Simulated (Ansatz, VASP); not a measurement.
## One calculation of Bi, two programs

Contents of INCAR:

```
SYSTEM = Bi
PREC     = Accurate       ! precision mode
ENCUT    = 600            ! plane-wave cutoff, eV
EDIFF    = 1E-7           ! SCF threshold, eV
ISMEAR   = -1             ! smearing method
SIGMA    = 0.05           ! smearing width, eV
LREAL    = .FALSE.        ! projectors in reciprocal space
LASPH    = .TRUE.         ! aspherical terms in the spheres
NELM     = 80             ! most SCF steps
ALGO     = Normal         ! electronic algorithm
ISIF     = 3              ! what is computed and relaxed
LWAVE    = .FALSE.        ! write WAVECAR
LCHARG   = .FALSE.        ! write CHGCAR
GGA      = PE             ! functional
IVDW     = 13             ! dispersion correction
IBRION   = 2              ! ionic algorithm
NSW      = 60             ! ionic steps
EDIFFG   = -0.01          ! ionic threshold
```

The input KPOINTS:

```
Automatic mesh
0
G
  9 9 9
  0 0 0
```

Contents of POSCAR:

```
Bi
1.0
   -1.9814305318      1.9814305318      1.9814305318
    1.9814305318     -1.9814305318      1.9814305318
    1.9814305318      1.9814305318     -1.9814305318
Bi
1
Direct
    0.0000000000      0.0000000000      0.0000000000
```

Contents of input.yaml:

```yaml
crystal:
  lattice:
    - [-1.9814305318, 1.9814305318, 1.9814305318]
    - [1.9814305318, -1.9814305318, 1.9814305318]
    - [1.9814305318, 1.9814305318, -1.9814305318]
  atoms:
    - { symbol: Bi, position: [0.0, 0.0, 0.0] }
hamiltonian:
  xc: pbe
  pseudopotentials: { kind: paw }
  dispersion: d4
kpoints:
  mp_grid: { grid: [9, 9, 9] }
scf:
  occupations: { method: fermi_dirac, width: 0.05 }
output:
  forces: true
  stress: true
relax:
  f_tol: 0.01
  max_steps: 40
  cell: { stress_tol: 0.05 }
```

Alike in both runs: task relaxation of cell and atoms; functional PBE; dispersion D4; k mesh 9 × 9 × 9; occupations fermi-dirac, width 0.05 eV; no spin polarisation.

|  | VASP | Ansatz |
| --- | --- | --- |
| version | VASP 6.6.1 | Ansatz 0.2.0 |
| potentials or method | VASP PAW PBE potentials, release 64 (Bi_d) | Ansatz PAW |
| plane-wave cutoff (eV) | 600 | 420 |
| valence electrons in the cell | 15 | 15 |

|  | VASP | Ansatz | Ansatz less VASP |
| --- | --- | --- | --- |
| relaxed volume (Å³/atom) | 30.17 | 30.18 | +0.013 |
| relaxed cell length with the largest relative difference (Å) | 3.397 | 3.397 | +0.0005 |

Neither program's run includes spin-orbit coupling. Noted on Ansatz's run: the plane-wave basis is chosen anew once the cell has moved, so the energies of steps on either side of that aren't comparable.
